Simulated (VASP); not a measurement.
## Ir: single point with PBEsol

The system is Ir.

```
Ir
1.0
     0.00000    1.88051    1.88051
     1.88051    0.00000    1.88051
     1.88051    1.88051    0.00000
Ir
1
Direct
  0.00000 0.00000 0.00000
```

This cell differs from its parent crystal: volume scaled by 0.94.

```json
{
  "Program": "VASP 6.6.1",
  "Task": "single point",
  "Functional": "PBEsol",
  "Potentials or basis": "VASP PAW PBE potentials, release 64 (Ir)",
  "Cutoff": "520 eV",
  "k mesh": "18 × 18 × 18",
  "Occupations": "fermi-dirac, width 0.05 eV",
  "Spin": "no spin polarisation"
}
```

The pressure is 25.8 GPa.

Levels at points of the mesh, in eV from the Fermi level:
| k point | band 1 | band 2 | band 3 | band 4 | band 5 | band 6 | band 7 | band 8 |
| --- | --- | --- | --- | --- | --- | --- | --- | --- |
| (0.00, 0.00, 0.00) | -11.92 | -4.33 | -4.33 | -4.33 | -1.34 | -1.34 | 14.13 | 20.08 |
| (0.50, 0.00, 0.00) | -8.87 | -4.45 | -4.45 | -1.02 | 0.98 | 0.98 | 7.85 | 13.68 |
| (0.50, 0.50, 0.00) | -8.73 | -8.12 | 0.96 | 1.61 | 1.62 | 1.62 | 11.31 | 11.92 |

It took 15 s on 1 thread of Intel(R) Xeon(R) Platinum 8488C (Sapphire Rapids), on a shared host, peak memory 0.15 GiB.

Caveat: the PAW data sets were made with another functional, which shifts forces and pressure a little; spin-orbit coupling is left out, which moves the levels of the heavy elements.
